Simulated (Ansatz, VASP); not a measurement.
Te: VASP beside Ansatz

```xyz
3
Lattice="4.4785 0.0000 0.0000 -2.2392 3.8785 0.0000 0.0000 0.0000 5.9304" Properties=species:S:1:pos:R:3 pbc="T T T"
Te    1.1807    0.0000    1.9768
Te   -0.5904    1.0225    3.9536
Te    1.6489    2.8559    0.0000
```

Alike in both runs: functional r2SCAN; dispersion D3(BJ); k mesh 9 × 9 × 6; occupations gaussian, width 0.02 eV; no spin polarisation.

Ansatz relaxed the structure, and its values are those at the end. VASP's run is a single point on that final structure, the one shown.

|  | VASP | Ansatz |
| --- | --- | --- |
| version | VASP 6.6.1 | Ansatz 0.2.0 |
| potentials or method | VASP PAW PBE potentials, release 64 (Te), cutoff 520 eV | scalar-relativistic, plane waves, PAW |
| valence electrons in the cell | 18 | 48 |

```tsv
	VASP	Ansatz	Ansatz less VASP
gap on the k mesh at the Fermi level (eV)	0.36	0.39	+0.031
least direct gap on the mesh (eV)	0.36	0.39	+0.031
pressure (GPa)	0.0	0.0	-0.03
rms of the force components (eV/Å)	0.015	0.002	-0.0136
```

VASP's potentials were made for PBE, not for r2SCAN. VASP's potentials hold 18 valence electrons a cell and Ansatz's 48, so a difference there can come from the potentials and not from the codes. Ansatz's warnings: dispersion damping borrowed.

Neither program's run includes spin-orbit coupling.
